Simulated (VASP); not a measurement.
Here is a VASP 6.6.1 calculation.

The input INCAR:

```
  PREC = Accurate
  ENCUT = 500
  EDIFF = 1E-6
  ISMEAR = 0
  SIGMA = 0.05
  LREAL = F
  LASPH = T
  NELM = 120
  ALGO = Normal
  ISIF = 2
  LWAVE = F
  LCHARG = T
  GGA = PE
  LELF = T
  LVHAR = T
  NBANDS = 14
  GGA_COMPAT = F
```

Contents of KPOINTS:

```
regular mesh
0
Gamma
  6 6 6
```

The input POSCAR:

```
I
1.0
    0.0000000000      3.2976898690      3.2976898690
    3.2976898690      0.0000000000      3.2976898690
    3.2976898690      3.2976898690      0.0000000000
I
2
Direct
    1.0000000000      1.0000000000      1.0000000000
    0.2500000000      0.2500000000      0.2500000000
```

Potentials or basis: VASP PAW PBE potentials, release 64 (I).

Command:

```sh
$ cat potpaw_PBE.64/I/POTCAR > POTCAR
$ mpirun -np 1 vasp_std > vasp.out
```

Problem. What does it give for the pressure?

Solution. 19.9 GPa.

Problem. Estimate the band gap on the k mesh.

Solution. Zero (bands 7 and 8 overlap by 3.19 eV).

Caveat: the cell stands under pressure; spin-orbit coupling is left out, which moves the levels of the heavy elements.
